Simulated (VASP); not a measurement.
A run of VASP 6.6.1 is set up as follows.

INCAR

```
SYSTEM = SrTiO3
  PREC = Accurate
  ENCUT = 520
  EDIFF = 1E-6
  ISMEAR = 0
  SIGMA = 0.05
  LREAL = .FALSE.
  LASPH = .TRUE.
  NELM = 100
  ALGO = Normal
  ISIF = 2
  LWAVE = .FALSE.
  LCHARG = .TRUE.
  GGA = PE
  LELF = .TRUE.
  LVHAR = .TRUE.
  NBANDS = 28
```

File KPOINTS:

```
regular mesh
0
G
  8 8 8
  0 0 0
```

The input POSCAR:

```
SrTiO3
1.0
    3.9822686081      0.0000000000      0.0000000000
    0.0000000000      3.9822686081      0.0000000000
    0.0000000000      0.0000000000      3.8446910982
Sr Ti O
1 1 3
Direct
    0.0000000000      0.0000000000      0.0000000000
    0.5000000000      0.5000000000      0.5000000000
    0.0000000000      0.5000000000      0.5000000000
    0.5000000000      0.0000000000      0.5000000000
    0.5000000000      0.5000000000      0.0000000000
```

Potentials or basis: VASP PAW PBE potentials, release 64 (Sr_sv, Ti_sv, O).

Command:

```sh
$ cat potpaw_PBE.64/Sr_sv/POTCAR potpaw_PBE.64/Ti_sv/POTCAR potpaw_PBE.64/O/POTCAR > POTCAR
$ mpirun -np 1 vasp_std > vasp.out
```

(1) Estimate the band gap on the k mesh.

(2) Estimate the pressure.

Answers

(1) 1.76 eV, indirect (least direct gap 2.12 eV).

(2) 1.1 GPa.

Caveat: the cell differs from its parent crystal (mode 1 frozen in at +0.000 Å, strain +e along z and -e/2 along x and y -0.0233).
